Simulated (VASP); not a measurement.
# Mg (I4/mmm) in VASP: a series of runs

Mg is run at these levels: PBE; tasks: single point.

Program: VASP 6.6.1. These are calculated values, not measurements. Logs are shortened: lines on timing, memory, paths and dates and some standing lists are left out, and cuts for length are marked.

**1. The cell of the first run**

It takes space group I4/mmm (No. 139, tetragonal). The conventional cell has a = 3.414 Å, b = 3.414 Å, c = 3.273 Å, α = 90.00°, β = 90.00°, γ = 90.00°. Mg (site symmetry 4/mmm) has 14 Mg at 2.92 to 3.41 Å within 3.8 Å.

**2. Single point, PBE**

The input, INCAR:

```
  PREC = Accurate
  ENCUT = 520
  EDIFF = 1E-7
  ISMEAR = 0
  SIGMA = 0.15
  LREAL = False
  LASPH = True
  NELM = 100
  ALGO = Normal
  ISIF = 2
  LWAVE = False
  LCHARG = True
  GGA = PE
  LELF = True
  LVHAR = True
  NBANDS = 7
```

The input, KPOINTS:

```
Automatic mesh
0
Gamma
  18 18 18
```

The input, POSCAR:

```
Mg
1.0
   -1.7070500000      1.7070500000      1.6366500000
    1.7070500000     -1.7070500000      1.6366500000
    1.7070500000      1.7070500000     -1.6366500000
Mg
1
Direct
    0.0000000000      0.0000000000      0.0000000000
```

Potentials or basis: VASP PAW PBE potentials, release 64 (Mg).

Launch:

```
$ cat potpaw_PBE.64/Mg/POTCAR > POTCAR
$ mpirun -np 1 vasp_std > vasp.out
```

OUTCAR:

```text
PREC = Accurate
   ENCUT = 520
   EDIFF = 1E-7
   ISMEAR = 0
   LREAL = False
   LASPH = True
   NELM = 100
   ISIF = 2
   GGA = PE

 ion  position               nearest neighbor table
   1  0.000  0.000  0.000-

  LATTYP: Found a body centered tetragonal cell.
 ALAT       =     3.4141000000
 C/A-ratio  =     0.9587592631

  Lattice vectors:

 A1 = (  -1.7070500000,   1.7070500000,   1.6366500000)
 A2 = (   1.7070500000,  -1.7070500000,   1.6366500000)
 A3 = (   1.7070500000,   1.7070500000,  -1.6366500000)

Analysis of symmetry for initial positions (statically):
=====================================================================
 Subroutine PRICEL returns:
 Original cell was already a primitive cell.

 Routine SETGRP: Setting up the symmetry group for a
 body centered tetragonal supercell.

 Subroutine GETGRP returns: Found 16 space group operations
 (whereof 16 operations were pure point group operations)
 out of a pool of 16 trial point group operations.

The static configuration has the point symmetry D_4h.

Analysis of symmetry for dynamics (positions and initial velocities):
=====================================================================
 Subroutine PRICEL returns:
 Original cell was already a primitive cell.

 Routine SETGRP: Setting up the symmetry group for a
 body centered tetragonal supercell.

 Subroutine GETGRP returns: Found 16 space group operations
 (whereof 16 operations were pure point group operations)
 out of a pool of 16 trial point group operations.

The dynamic configuration has the point symmetry D_4h.

 Subroutine INISYM returns: Found 16 space group operations
 (whereof 16 operations are pure point group operations),
 and found     1 'primitive' translations

----------------------------------------------------------------------------------------

                                     Primitive cell

  volume of cell :      19.0769

  direct lattice vectors                    reciprocal lattice vectors
    -1.707050000  1.707050000  1.636650000     0.000000000  0.292902961  0.305502093
     1.707050000 -1.707050000  1.636650000     0.292902961  0.000000000  0.305502093
     1.707050000  1.707050000 -1.636650000     0.292902961  0.292902961  0.000000000

  length of vectors
     2.916618355  2.916618355  2.916618355     0.423230048  0.423230048  0.414227340

  position of ions in fractional coordinates (direct lattice)
     0.000000000  0.000000000  0.000000000

  ion indices of the primitive-cell ions
   primitive index   ion index
                 1           1

----------------------------------------------------------------------------------------

 KPOINTS: Automatic mesh

Automatic generation of k-mesh.
 Grid dimensions read from file:
 generate k-points for:   18   18   18

 Generating k-lattice:

  Cartesian coordinates                     Fractional coordinates (reciprocal lattice)
     0.000000000  0.016272387  0.016972338     0.055555556  0.000000000  0.000000000
     0.016272387  0.000000000  0.016972338     0.000000000  0.055555556  0.000000000
     0.016272387  0.016272387  0.000000000     0.000000000  0.000000000  0.055555556

  Length of vectors
     0.023512780  0.023512780  0.023012630

  Shift w.r.t. Gamma in fractional coordinates (k-lattice)
     0.000000000  0.000000000  0.000000000

 Subroutine IBZKPT returns following result:
 ===========================================

 Found    480 irreducible k-points:

 Following reciprocal coordinates:
            Coordinates               Weight
  0.000000  0.000000  0.000000      1.000000
  0.055556 -0.000000  0.000000      8.000000
  0.111111 -0.000000  0.000000      8.000000
  0.166667 -0.000000  0.000000      8.000000
  0.222222 -0.000000  0.000000      8.000000
  0.277778  0.000000 -0.000000      8.000000
[... 16 lines left out ...]
 -0.277778  0.055556  0.000000     16.000000
 -0.222222  0.055556  0.000000     16.000000
 [... further k-points ...]
   k-points           NKPTS =    480   k-points in BZ     NKDIM =    480   number of bands    NBANDS=      7
   number of dos      NEDOS =    301   number of ions     NIONS =      1
   total plane-waves  NPLWV =  13824
   dimension x,y,z NGX =    24 NGY =   24 NGZ =   24
   dimension x,y,z NGXF=    48 NGYF=   48 NGZF=   48
   ions per type =               1
   NGX,Y,Z   is equivalent  to a cutoff of  13.68, 13.68, 13.68 a.u.
   NGXF,Y,Z  is equivalent  to a cutoff of  27.36, 27.36, 27.36 a.u.
 SYSTEM =  unknown system
   PREC   = accura    normal or accurate (medium, high low for compatibility)
   ISTART =      0    job   : 0-new  1-cont  2-samecut
   ICHARG =      2    charge: 1-file 2-atom 10-const
   ISPIN  =      1    spin polarized calculation?
   LNONCOLLINEAR =      F non collinear calculations
   LSORBIT =      F    spin-orbit coupling
   LASPH  =      T    aspherical Exc in radial PAW
   ENCUT  =  520.0 eV  38.22 Ry    6.18 a.u.   5.42  5.42  5.42*2*pi/ulx,y,z
   NELM   =    100;   NELMIN=  2; NELMDL= -5     # of ELM steps
   EDIFF  = 0.1E-06   stopping-criterion for ELM
   LREAL  =      F    real-space projection
   EDIFFG = 0.1E-05   stopping-criterion for IOM
   NSW    =      0    number of steps for IOM
   IBRION =     -1    ionic relax: 0-MD 1-quasi-New 2-CG
   NFREE  =      0    steps in history (QN), initial steepest desc. (CG)
   ISIF   =      2    stress and relaxation
   ISYM   =      2    0-nonsym 1-usesym 2-fastsym
   POTIM  = 0.5000    time-step for ionic-motion
   TEBEG  =    0.0;   TEEND  =   0.0 temperature during run
   PSTRESS=    0.0 pullay stress
   NELECT =       2.0000    total number of electrons
   NUPDOWN=      -1.0000    fix difference up-down
   EMIN   =  10.00;   EMAX   =-10.00  energy-range for DOS
   EFERMI =   0.00;   METHOD = LEGACY
   ISMEAR =     0;   SIGMA  =   0.15  broadening in eV -4-tet -1-fermi 0-gaus
   EFERMI_NEDOS =   21; number of points for ismear=-14 and -15
   IALGO  =     38    algorithm
   IMIX   =      4    mixing-type and parameters
     AMIX     =   0.40;   BMIX     =  1.00
     AMIX_MAG =   1.60;   BMIX_MAG =  1.00
  volume/ion in A,a.u.               =      19.08       128.74
  Fermi-wavevector in a.u.,A,eV,Ry     =   0.771937  1.458750  8.107539  0.595887
  Thomas-Fermi vector in A             =   1.873462
   LORBIT       =      0    0 simple, 1 ext, 2 COOP (PROOUT), +10 PAW based schemes
   GGA     = PE    functional components
   LHFCALC =     F    Hartree Fock is set to
   AEXX    =    0.0000 exact exchange contribution
   IVDW    =     0    specifies the selected vdW correction
   LEPSILON=     F    determine dielectric tensor
   LRPA    =     F    only Hartree local field effects (RPA)
 non-spin polarized calculation
 Gauss-broadening in eV      SIGMA  =   0.15
  energy-cutoff  :      520.00
  volume of cell :       19.08
 maximum number of plane-waves:       531
 NGX is ok and might be reduce to    24
   NGX = 11   NGY = 11   NGZ = 11

 number of electron       2.0000000 magnetization

 Free energy of the ion-electron system (eV)
  ---------------------------------------------------
  ext. energy  EPLUGINS =         0.00000000
  ---------------------------------------------------
  free energy    TOTEN  =        -1.38609662 eV

  energy without entropy =       -1.38194423  energy(sigma->0) =       -1.38402043

 E-fermi :   3.7031     XC(G=0):  -9.0867

 val. band max:        3.6900545860   @ k =   0.4444   0.1111   0.0556
 cond. band min:       3.7147255924   @ k =  -0.3333   0.5000   0.2778
 fundamental gap:      0.0246710065
 Fermi energy:         3.7031108746

 k-point     1 :       0.0000    0.0000    0.0000
  band No.  band energies     occupation
      1      -4.0869      2.00000
      2      17.3999      0.00000
      3      18.3648      0.00000
      4      18.3648      0.00000
      5      19.7107      0.00000
      6      20.7906      0.00000
      7      20.8244      0.00000

 k-point     2 :       0.0556   -0.0000    0.0000
  band No.  band energies     occupation
      1      -4.0034      2.00000
      2      17.0438      0.00000
      3      17.4295      0.00000
      4      17.9655      0.00000
      5      19.0418      0.00000
      6      19.9496      0.00000
      7      21.2326      0.00000

 k-point     3 :       0.1111   -0.0000    0.0000
  band No.  band energies     occupation
      1      -3.7533      2.00000
      2      15.4032      0.00000
      3      16.2777      0.00000
      4      17.2078      0.00000
      5      18.1885      0.00000
      6      19.3686      0.00000
      7      21.4944      0.00000

 k-point     4 :       0.1667   -0.0000    0.0000
  band No.  band energies     occupation
      1      -3.3382      2.00000
      2      13.2480      0.00000
      3      15.4351      0.00000
      4      16.4582      0.00000
      5      17.3412      0.00000
      6      18.8875      0.00000
      7      21.7985      0.00000

 k-point     5 :       0.2222   -0.0000    0.0000
  band No.  band energies     occupation
      1      -2.7609      2.00000
      2      11.1592      0.00000
      3      14.6518      0.00000
      4      15.8063      0.00000
      5      16.5985      0.00000
      6      18.3718      0.00000
      7      22.2360      0.00000

 k-point     6 :       0.2778    0.0000   -0.0000
  band No.  band energies     occupation
      1      -2.0249      2.00000
      2       9.1778      0.00000
      3      13.9812      0.00000
      4      15.2711      0.00000
      5      15.9859      0.00000
      6      17.8616      0.00000
      7      22.7908      0.00000

 k-point     7 :       0.3333    0.0000   -0.0000
  band No.  band energies     occupation
      1      -1.1352      2.00000
      2       7.3183      0.00000
      3      13.4469      0.00000
      4      14.8558      0.00000
      5      15.5096      0.00000
      6      17.4120      0.00000
      7      23.4322      0.00000
[... 121 lines left out ...]
 k-point    20 :      -0.4444    0.0556    0.0000
  band No.  band energies     occupation
      1       0.5003      2.00000
      2       4.8664      0.00000
      3      12.0722      0.00000
      4      14.2920      0.00000
      5      15.4598      0.00000
      6      17.7481      0.00000
      7      24.4917      0.00000

 k-point    21 :      -0.3889    0.0556    0.0000
  band No.  band energies     occupation
      1      -0.5985      2.00000
      2       6.5217      0.00000
      3      12.3430      0.00000
      4      14.5832      0.00000
      5      15.7113      0.00000
      6      18.0515      0.00000
      7      23.7541      0.00000

 k-point    22 :      -0.3333    0.0556    0.0000
  band No.  band energies     occupation
      1      -1.5585      2.00000
      2       8.3131      0.00000
      3      12.7615      0.00000
      4      14.9990      0.00000
      5      16.1017      0.00000
      6      18.4625      0.00000
      7      22.9276      0.00000

 k-point    23 :      -0.2778    0.0556    0.0000
  band No.  band energies     occupation
      1      -2.3682      2.00000
      2      10.2258      0.00000
      3      13.3248      0.00000
      4      15.5353      0.00000
      5      16.6232      0.00000
      6      18.9447      0.00000
      7      22.1922      0.00000

 k-point    24 :      -0.2222    0.0556    0.0000
  band No.  band energies     occupation
      1      -3.0216      2.00000
      2      12.2399      0.00000
      3      14.0324      0.00000
      4      16.1836      0.00000
      5      17.2552      0.00000
      6      19.4259      0.00000
      7      21.6568      0.00000

 [... further k-points ...]

------------------------ aborting loop because EDIFF is reached ----------------------------------------

  FORCE on cell =-STRESS in cart. coord.  units (eV):
  Direction    XX          YY          ZZ          XY          YZ          ZX
  --------------------------------------------------------------------------------------
  -------------------------------------------------------------------------------------
  Total        1.0840602      1.0840602      1.1330524      0.0000000      0.0000000      0.0000000
  in kB       91.0449109     91.0449109     95.1595322      0.0000000      0.0000000      0.0000000
  external PRESSURE =      92.4164514 kB  Pullay stress =       0.0000000 kB

 VOLUME and BASIS-vectors are now :
 -----------------------------------------------------------------------------
  energy-cutoff  :      520.00
  volume of cell :       19.08
      direct lattice vectors                 reciprocal lattice vectors
    -1.707050000  1.707050000  1.636650000     0.000000000  0.292902961  0.305502093
     1.707050000 -1.707050000  1.636650000     0.292902961  0.000000000  0.305502093
     1.707050000  1.707050000 -1.636650000     0.292902961  0.292902961  0.000000000

 POSITION                                       TOTAL-FORCE (eV/Angst)
 -----------------------------------------------------------------------------------
      0.00000      0.00000      0.00000         0.000000      0.000000     -0.000000
 -----------------------------------------------------------------------------------
    total drift:                                0.000000      0.000000     -0.000000

  FREE ENERGIE OF THE ION-ELECTRON SYSTEM (eV)
  ---------------------------------------------------
  free  energy   TOTEN  =        -1.3860966208 eV

  energy  without entropy=       -1.3819442346  energy(sigma->0) =       -1.38402043
```

It took 43 s on 1 thread of Intel Xeon 8259CL, shared host; peak memory 0.19 GiB.

What came out:

```
Free energy            : -1.3861 eV
Pressure               : 9.2 GPa
Band gap on the k mesh : zero (bands 1 and 2 overlap by 4.90 eV)
```

Stress tensor (GPa, compression positive):
```
9.10 0.00 0.00
0.00 9.10 0.00
0.00 0.00 9.52
```

Caveat: the cell stands under pressure.

**3. Single point, PBE**

This run uses another cell than the first one, of 19.87 Å³/atom.

The input, INCAR:

```
SYSTEM = Mg
PREC = Accurate ; ENCUT = 520
EDIFF = 1E-7 ; ISMEAR = 0
SIGMA = 0.15 ; LREAL = .False.
LASPH = .True. ; NELM = 100
ALGO = Fast ; ISIF = 2
LWAVE = .False. ; LCHARG = .False.
GGA = PE ; NBANDS = 7
```

The input, KPOINTS:

```
regular mesh
0
Gamma
  18 18 18
  0 0 0
```

The input, POSCAR:

```
Mg
1.0
   -1.7070500000      1.7070500000      1.7048661797
    1.7070500000     -1.7070500000      1.7048661797
    1.7070500000      1.7070500000     -1.7048661797
Mg
1
Direct
    0.0000000000      0.0000000000      0.0000000000
```

Potentials or basis: VASP PAW PBE potentials, release 64 (Mg).

Launch:

```
$ cat potpaw_PBE.64/Mg/POTCAR > POTCAR
$ mpirun -np 1 vasp_std > vasp.out
```

It took 45 s on 1 thread of Intel Xeon 8259CL, shared host; peak memory 0.2 GiB.

It converged, with:

* Free energy: -1.4254 eV
* Pressure: 6.6 GPa
* Band gap on the k mesh: zero (bands 1 and 2 overlap by 4.92 eV)

Levels at points of the mesh, in eV from the Fermi level:
```
           k point  band 1  band 2  band 3  band 4
(0.00, 0.00, 0.00)   -7.61   13.99   14.02   14.02
(0.50, 0.00, 0.00)   -1.71   -0.90    9.14   10.50
(0.50, 0.50, 0.00)   -1.72   -0.91    9.16   10.52
(0.50, 0.50, 0.50)    4.01    4.03    4.29    4.29
```

Caveat: the cell stands under pressure.
